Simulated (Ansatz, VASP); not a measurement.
# One calculation of TaN, two programs

```xyz
2
Lattice="0.0000 2.1245 2.2879 2.1245 0.0000 2.2879 2.1245 2.1245 0.0000" Properties=species:S:1:pos:R:3 pbc="T T T"
Ta    2.1245    2.1245    2.2879
N     0.0000    0.0000    0.0000
```

Change from the starting cell: strain -0.025 along x and y, +0.050 along z, atoms carried along.

Alike in both runs: task single point; functional PBEsol; k mesh 18 × 18 × 18; occupations gaussian, width 0.15 eV; no spin polarisation.

|  | VASP | Ansatz |
| --- | --- | --- |
| version | VASP 6.6.1 | Ansatz 0.2.0 |
| potentials or method | VASP PAW PBE potentials, release 64 (Ta_pv, N), cutoff 520 eV | scalar-relativistic, plane waves, PAW |
| valence electrons in the cell | 16 | 18 |

```csv
,VASP,Ansatz,Ansatz less VASP
gap on the k mesh at the Fermi level (eV),none,none,-
pressure (GPa),11.3,10.2,-1.10
"traceless stress, the component that is largest in VASP (GPa)",-25.41,-25.18,+0.237
```

VASP's potentials were made for PBE, not for PBEsol. A gap of «none» marks a metal or a gap that the smearing closes. VASP's potentials hold 16 valence electrons a cell and Ansatz's 18, so a difference there can come from the potentials and not from the codes.

Neither program's run includes spin-orbit coupling.
